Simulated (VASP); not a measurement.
# Pt: single point with PBEsol

The system is Pt.

```
Pt
1.0
     0.00000    1.95790    1.95790
     1.95790    0.00000    1.95790
     1.95790    1.95790    0.00000
Pt
1
Direct
  0.00000 0.00000 0.00000
```

```yaml
Program: VASP 6.6.1
Task: single point
Functional: PBEsol
Potentials_or_basis: VASP PAW PBE potentials, release 64 (Pt)
Cutoff: 520 eV
k_mesh: 24 × 24 × 24
Occupations: gaussian, width 0.15 eV
Spin: no spin polarisation
```

```
Pressure               : 0.2 GPa
Band gap on the k mesh : zero (band 5 reaches 11.69 eV, above the bottom of band 6 at 9.44 eV)
```

Levels at points of the mesh, in eV from the Fermi level:
```csv
k point,band 1,band 2,band 3,band 4,band 5,band 6,band 7,band 8,band 9,band 10
"(0.00, 0.00, 0.00)",-10.35,-3.83,-3.83,-3.83,-1.63,-1.63,14.61,19.60,19.60,19.60
"(0.50, 0.00, 0.00)",-7.42,-3.89,-3.89,-0.57,0.05,0.05,5.84,14.17,18.98,18.98
"(0.50, 0.50, 0.00)",-7.16,-6.69,0.02,0.50,0.50,1.70,8.88,11.35,11.35,20.16
```

Wall time 23 s on 1 thread of Intel(R) Xeon(R) 6975P-C (Granite Rapids), on a shared host, peak memory 0.19 GiB.

Caveat: the PAW data sets were made with another functional, which shifts forces and pressure a little; spin-orbit coupling is left out, which moves the levels of the heavy elements.
